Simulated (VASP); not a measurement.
# Ta (R-3m) in VASP: notebook, part 3 of 3

VASP 6.6.1. The steps go on from the part before.

## (6) Electric field gradients, PBEsol (equal xy, yz and zx shear strains of +2 %)

Input file INCAR:

```
SYSTEM = Ta
ALGO     = Normal         ! electronic algorithm
EDIFF    = 1E-8           ! SCF threshold, eV
ENCUT    = 520            ! plane-wave cutoff, eV
GGA      = PS             ! functional
ISIF     = 2              ! what is computed and relaxed
ISMEAR   = -1             ! smearing method
LASPH    = .TRUE.         ! aspherical terms in the spheres
LCHARG   = .FALSE.        ! write CHGCAR
LEFG     = .TRUE.       
LREAL    = .FALSE.        ! projectors in reciprocal space
LWAVE    = .FALSE.        ! write WAVECAR
NBANDS   = 12             ! bands
NELM     = 80             ! most SCF steps
PREC     = Accurate       ! precision mode
SIGMA    = 0.08           ! smearing width, eV
```

Input file KPOINTS:

```
k-points
0
G
  17 17 17
  0 0 0
```

Input file POSCAR:

```
Ta
1.0
   -1.6182544000      1.6512800000      1.6512800000
    1.6512800000     -1.6182544000      1.6512800000
    1.6512800000      1.6512800000     -1.6182544000
Ta
1
Direct
    0.0000000000      0.0000000000      0.0000000000
```

Potentials or basis: VASP PAW PBE potentials, release 64 (Ta_pv).

Started as:

```console
$ cat potpaw_PBE.64/Ta_pv/POTCAR > POTCAR
$ mpirun -np 1 vasp_std > vasp.out
```

OUTCAR:

```text
SYSTEM = Ta
   EDIFF = 1E-8
   ENCUT = 520
   GGA = PS
   ISIF = 2
   ISMEAR = -1
   LASPH = .TRUE.
   LREAL = .FALSE.
   NELM = 80
   PREC = Accurate

 ion  position               nearest neighbor table
   1  0.000  0.000  0.000-

  LATTYP: Found a trigonal (rhomboedric) cell.
 ALAT       =     2.8411614843
 COS(alpha) =    -0.3242805026

  Lattice vectors:

 A1 = (  -1.6182544000,   1.6512800000,   1.6512800000)
 A2 = (   1.6512800000,  -1.6182544000,   1.6512800000)
 A3 = (   1.6512800000,   1.6512800000,  -1.6182544000)

Analysis of symmetry for initial positions (statically):
=====================================================================
 Subroutine PRICEL returns:
 Original cell was already a primitive cell.

 Routine SETGRP: Setting up the symmetry group for a
 trigonal (rhombohedral) supercell.

 Subroutine GETGRP returns: Found 12 space group operations
 (whereof 12 operations were pure point group operations)
 out of a pool of 12 trial point group operations.

The static configuration has the point symmetry D_3d.

Analysis of symmetry for dynamics (positions and initial velocities):
=====================================================================
 Subroutine PRICEL returns:
 Original cell was already a primitive cell.

 Routine SETGRP: Setting up the symmetry group for a
 trigonal (rhombohedral) supercell.

 Subroutine GETGRP returns: Found 12 space group operations
 (whereof 12 operations were pure point group operations)
 out of a pool of 12 trial point group operations.

The dynamic configuration has the point symmetry D_3d.
[... 162 lines left out ...]
      9       9.3418      0.00000
     10      19.9890      0.00000
     11      20.1857      0.00000
     12      20.1857      0.00000
[... 331 lines left out ...]
 k-point    24 :      -0.1176    0.0588    0.0000
  band No.  band energies     occupation
      1     -27.8316      2.00000
      2     -27.7479      2.00000
      3     -27.6834      2.00000
      4      -2.1444      2.00000
      5       5.6833      0.02171
      6       5.9726      0.00059
      7       6.5149      0.00000
      8       8.8990      0.00000
      9       9.3452      0.00000
     10      19.9885      0.00000
     11      20.5960      0.00000
     12      21.2189      0.00000

 [... further k-points ...]

------------------------ aborting loop because EDIFF is reached ----------------------------------------

  FORCE on cell =-STRESS in cart. coord.  units (eV):
  Direction    XX          YY          ZZ          XY          YZ          ZX
  --------------------------------------------------------------------------------------
  -------------------------------------------------------------------------------------
  Total       -0.3882833     -0.3882833     -0.3882833     -0.1714194     -0.1714194     -0.1714194
  in kB      -34.5514765    -34.5514765    -34.5514765    -15.2537917    -15.2537917    -15.2537917
  external PRESSURE =     -34.5514765 kB  Pullay stress =       0.0000000 kB

 VOLUME and BASIS-vectors are now :
 -----------------------------------------------------------------------------
  energy-cutoff  :      520.00
  volume of cell :       18.00
      direct lattice vectors                 reciprocal lattice vectors
    -1.618254400  1.651280000  1.651280000    -0.005997136  0.299856810  0.299856810
     1.651280000 -1.618254400  1.651280000     0.299856810 -0.005997136  0.299856810
     1.651280000  1.651280000 -1.618254400     0.299856810  0.299856810 -0.005997136

 POSITION                                       TOTAL-FORCE (eV/Angst)
 -----------------------------------------------------------------------------------
      0.00000      0.00000      0.00000        -0.000000     -0.000000      0.000000
 -----------------------------------------------------------------------------------
    total drift:                                0.000000      0.000000     -0.000000

  FREE ENERGIE OF THE ION-ELECTRON SYSTEM (eV)
  ---------------------------------------------------
  free  energy   TOTEN  =       -12.5570183535 eV

  energy  without entropy=      -12.5290991524  energy(sigma->0) =      -12.54305875

 Electric field gradients (V/A^2)
---------------------------------------------------------------------
 ion       V_xx      V_yy      V_zz      V_xy      V_xz      V_yz
---------------------------------------------------------------------
   1       0.000    -0.000    -0.000   -11.734   -11.734   -11.734
---------------------------------------------------------------------

 Electric field gradients after diagonalization (V/A^2)
 (convention: |V_zz| > |V_xx| > |V_yy|)
----------------------------------------------------------------------
 ion       V_xx      V_yy      V_zz     asymmetry (V_yy - V_xx)/ V_zz
----------------------------------------------------------------------
   1      11.734    11.734   -23.467       0.000
----------------------------------------------------------------------

           NMR quadrupolar parameters

 Cq : quadrupolar parameter    Cq=e*Q*V_zz/h
 eta: asymmetry parameters     (V_yy - V_xx)/ V_zz
 Q  : nuclear electric quadrupole moment in mb (millibarn)
----------------------------------------------------------------------
 ion       Cq(MHz)       eta       Q (mb)
----------------------------------------------------------------------
   1      -0.057       0.000       1.000
----------------------------------------------------------------------
```

OSZICAR:

```text
N       E                     dE             d eps       ncg     rms          rms(c)
DAV:   1     0.604647231365E+02    0.60465E+02   -0.61371E+03 11792   0.876E+02
DAV:   2    -0.120334857376E+02   -0.72498E+02   -0.70671E+02 13132   0.245E+02
DAV:   3    -0.130648107541E+02   -0.10313E+01   -0.10208E+01 13912   0.275E+01
DAV:   4    -0.130674909794E+02   -0.26802E-02   -0.26799E-02 13120   0.156E+00
DAV:   5    -0.130674998611E+02   -0.88817E-05   -0.88818E-05 13972   0.854E-02    0.138E+01
DAV:   6    -0.126756447412E+02    0.39186E+00   -0.30955E-01 14044   0.588E+00    0.666E+00
DAV:   7    -0.125585550129E+02    0.11709E+00   -0.26884E-01 13776   0.505E+00    0.370E-01
DAV:   8    -0.125570563005E+02    0.14987E-02   -0.80023E-03 12644   0.756E-01    0.123E-01
DAV:   9    -0.125570212588E+02    0.35042E-04   -0.12325E-04 13696   0.116E-01    0.246E-02
DAV:  10    -0.125570187606E+02    0.24982E-05   -0.35747E-06 13064   0.175E-02    0.388E-03
DAV:  11    -0.125570184619E+02    0.29864E-06   -0.17933E-07 13460   0.403E-03    0.164E-03
DAV:  12    -0.125570183673E+02    0.94595E-07   -0.34336E-08 13088   0.203E-03    0.855E-05
DAV:  13    -0.125570183572E+02    0.10170E-07   -0.23776E-10  6512   0.164E-04    0.386E-05
DAV:  14    -0.125570183535E+02    0.36791E-08   -0.22784E-11  6284   0.556E-05
   1 F= -.12557018E+02 E0= -.12543059E+02  d E =-.279192E-01
```

stdout:

```text
POSCAR found type information on POSCAR Ta
 POSCAR found :  1 types and       1 ions
 scaLAPACK will be used
 -----------------------------------------------------------------------------
|                                                                             |
|                                                                             |
|     You enforced a specific xc type in the INCAR file but a different       |
|     I HOPE YOU KNOW WHAT YOU ARE DOING!                                     |
|                                                                             |
 -----------------------------------------------------------------------------

 LDA part: xc-table for (Slater+PW92), standard interpolation
 POSCAR, INCAR and KPOINTS ok, starting setup
 FFT: planning ... GRIDC
 FFT: planning ... GRID_SOFT
 FFT: planning ... GRID
 WAVECAR not read
 entering main loop
ion   1
```

It took 1.9 min on 1 thread of Intel Xeon Platinum 8259CL at 2.50GHz (Skylake/Cascade Lake), shared host; peak memory 0.22 GiB.

What came out:

- Free energy: -12.5570 eV
- Pressure: -3.5 GPa
- Band gap on the k mesh: zero (an odd number of electrons rules out a gap without spin polarisation)
- Largest electric field gradient by atom: Ta -23.5 V/Å²

Levels at points of the mesh, in eV from the Fermi level:
```
           k point  band 4  band 5  band 6  band 7  band 8  band 9
(0.00, 0.00, 0.00)   -7.93    0.54    0.54    1.05    4.02    4.02
```

Electric field gradients, principal values (V/Å²):
```csv
atom,least,middle,greatest (by size)
1 Ta,11.734,11.734,-23.467
```

Caveat: the cell differs from its parent crystal (equal xy, yz and zx shear strains of +2 %); the cell stands under tension; without QUAD_EFG the Cq values of the log hold for a quadrupole moment of 1 mb, not for the nuclei; the PAW data sets were made with another functional, which shifts forces and pressure a little; spin-orbit coupling is left out, which moves the levels of the heavy elements.

## (7) The runs side by side

```tsv
cell	gap on the mesh (eV)	pressure (GPa)
a = 2.889 Å, angles 110.3°, 1 atom	none	-3.3
a = 2.870 Å, angles 109.7°, 1 atom	none	-3.6
a = 2.841 Å, angles 108.9°, 1 atom	none	-3.5
```

Alike in all rows: task electric field gradients; level PBEsol; potentials or basis VASP PAW PBE potentials, release 64 (Ta_pv); no spin polarisation; k mesh 17 × 17 × 17; cutoff (eV) 520; smearing fermi-dirac 0.08 eV.

Caveats: the cell stands under tension; the PAW data sets were made with another functional, which shifts forces and pressure a little; spin-orbit coupling is left out, which moves the levels of the heavy elements.

Total energies depend on the potentials used, so only differences within one code and one set of settings carry meaning.
